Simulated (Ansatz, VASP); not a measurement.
# One calculation of ZrV, two programs

INCAR

```
ALGO = Normal ; EDIFF = 1E-6
EDIFFG = -0.04 ; ENCUT = 600
GGA = PE ; IBRION = 2
ISIF = 3 ; ISMEAR = 0
LASPH = True ; LCHARG = False
LREAL = False ; LWAVE = False
NELM = 60 ; NSW = 90
PREC = Accurate ; SIGMA = 0.1
```

The input KPOINTS:

```
k-points
0
Gamma
  6 6 6
```

Contents of POSCAR:

```
ZrV
1.0
    1.3683469304      0.7900154686      4.3584383710
   -1.3683469304      0.7900154686      4.3584383710
    0.0000000000     -1.5800309373      4.3584383710
Zr V
1 1
Direct
    0.0000000000      0.0000000000      0.0000000000
    0.5000000000      0.5000000000      0.5000000000
```

Input for Ansatz:

```yaml
crystal:
  lattice:
    - [1.3683469304, 0.7900154686, 4.358438371]
    - [-1.3683469304, 0.7900154686, 4.358438371]
    - [0.0, -1.5800309373, 4.358438371]
  atoms:
    - { symbol: Zr, position: [0.0, 0.0, 0.0] }
    - { symbol: V, position: [0.5, 0.5, 0.5] }
basis:
  ecutwfc: 420
kpoints:
  mp_grid: { grid: [6, 6, 6] }
hamiltonian:
  xc: pbe
scf:
  occupations: { method: gaussian, width: 0.1 }
  lower_state_search: "off"
output:
  forces: true
  stress: true
  eigenvalues: true
relax:
  adjacent_minimum: "off"
  f_tol: 0.04
  max_steps: 70
  cell: { stress_tol: 0.4 }
```

Alike in both runs: task relaxation of cell and atoms; functional PBE; k mesh 6 × 6 × 6; occupations gaussian, width 0.1 eV; no spin polarisation.

|  | VASP | Ansatz |
| --- | --- | --- |
| version | VASP 6.6.1 | Ansatz 0.2.0 |
| potentials or method | VASP PAW PBE potentials, release 64 (Zr_sv, V_sv), cutoff 600 eV | scalar-relativistic, plane waves, PAW |
| valence electrons in the cell | 25 | 25 |

|  | VASP | Ansatz | Ansatz less VASP |
| --- | --- | --- | --- |
| gap on the k mesh at the Fermi level, each at its own relaxed structure (eV) | none | none | - |
| relaxed volume (Å³/atom) | 18.54 | 18.56 | +0.014 |
| relaxed cell length with the largest relative difference (Å) | 5.009 | 5.010 | +0.0010 |

A gap of «none» marks a metal or a gap that the smearing closes.

The k mesh is coarse, so the values compare programs but aren't converged. Noted on VASP's run: the volume moved by over 15 % at a fixed basis, so the end points are rough.
